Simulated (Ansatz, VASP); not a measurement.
# SiGe3 in VASP and in Ansatz

```xyz
4
Lattice="2.7869 0.0000 0.0000 -1.3934 2.4135 0.0000 0.0000 0.0000 11.1292" Properties=species:S:1:pos:R:3 pbc="T T T"
Si    0.0000    0.0000    5.5646
Ge    0.0000    0.0000    8.2273
Ge    0.0000    0.0000    0.0000
Ge    0.0000    0.0000    2.9019
```

Alike in both runs: functional PBE; k mesh 6 × 6 × 2; occupations gaussian, width 0.1 eV; no spin polarisation.

Ansatz relaxed the structure, and its values are those at the end. VASP's run is a single point on that final structure, the one shown.

|  | VASP | Ansatz |
| --- | --- | --- |
| version | VASP 6.6.1 | Ansatz 0.2.0 |
| potentials or method | VASP PAW PBE potentials, release 64 (Si, Ge_d), cutoff 520 eV | scalar-relativistic, plane waves, PAW |
| valence electrons in the cell | 46 | 46 |

```csv
,VASP,Ansatz,Ansatz less VASP
gap on the k mesh at the Fermi level (eV),none,none,-
pressure (GPa),-0.1,0.0,+0.02
rms of the force components (eV/Å),0.005,0.005,-0.0004
```

A gap of «none» marks a metal or a gap that the smearing closes.

The k mesh is coarse, so the values compare programs but aren't converged.
